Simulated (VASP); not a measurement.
GaC3, 4 atoms in the cell. Symmetry: Pm-3m, No. 221, cubic system. Conventional cell: a = 3.377 Å, b = 3.377 Å, c = 3.377 Å, α = 90.00°, β = 90.00°, γ = 90.00°. Within 3.2 Å of Ga (site symmetry m-3m) lie 12 C at 2.39 Å. Within 3.2 Å of C (site symmetry 4/mmm) lie 4 Ga at 2.39 Å and 8 C at 2.39 Å. 

- Program: VASP 6.6.1
- Task: single point
- Functional: r2SCAN
- Potentials or basis: VASP PAW PBE potentials, release 64 (Ga_d, C)
- Cutoff: 520 eV
- k mesh: 7 × 7 × 7
- Occupations: fermi-dirac, width 0.1 eV
- Spin: no spin polarisation
- Dipole correction: no
- Further INCAR settings: ALGO = Normal; EDIFF = 1e-06; NBANDS = 20

Potentials or basis: VASP PAW PBE potentials, release 64 (Ga_d, C).

Launch:

```bash
$ cat potpaw_PBE.64/Ga_d/POTCAR potpaw_PBE.64/C/POTCAR > POTCAR
$ cp INCAR.step1 INCAR
$ mpirun -np 1 vasp_std > vasp.out
$ cp INCAR.step2 INCAR
$ mpirun -np 1 vasp_std > vasp.out
```

Hardware: 1 thread of Intel(R) Xeon(R) Platinum 8559C (Emerald Rapids), with other jobs on the host.

Problem. Estimate the wall time of this run.

Solution. It took 41 s on 1 thread of Intel(R) Xeon(R) Platinum 8559C (Emerald Rapids), with other jobs on the host, peak memory 0.16 GiB. Counts: k points 20.
